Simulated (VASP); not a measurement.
Here is a VASP 6.6.1 calculation.

Contents of INCAR:

```
SYSTEM = Ba
  PREC = Accurate
  ENCUT = 520
  EDIFF = 1E-7
  ISMEAR = 0
  SIGMA = 0.15
  LREAL = .False.
  LASPH = .True.
  NELM = 100
  ALGO = Normal
  ISIF = 2
  LWAVE = .False.
  LCHARG = .False.
  GGA = PE
  NBANDS = 17
```

Contents of KPOINTS:

```
Automatic mesh
0
Gamma
  9 9 12
  0 0 0
```

Contents of POSCAR:

```
Ba
1.0
    6.9960670735      0.0000000000      0.0000000000
   -3.4980335368      6.0587718122      0.0000000000
    0.0000000000      0.0000000000      3.9093935500
Ba
2
Direct
    0.3333333333      0.6666666667      0.5000000000
    0.6666666667      0.3333333333      0.5000000000
```

Potentials or basis: VASP PAW PBE potentials, release 64 (Ba_sv).

Command:

```bash
$ cat potpaw_PBE.64/Ba_sv/POTCAR > POTCAR
$ mpirun -np 1 vasp_std > vasp.out
```

Problem. Estimate the band gap on the k mesh.

Solution. Zero (band 10 reaches 1.22 eV, above the bottom of band 11 at 0.24 eV).

Problem. Predict the pressure.

Solution. 0.3 GPa.

Stress tensor (GPa, compression positive):
```
0.32 0.00 0.00
0.00 0.32 0.00
0.00 0.00 0.14
```

Caveat: spin-orbit coupling is left out, which moves the levels of the heavy elements.
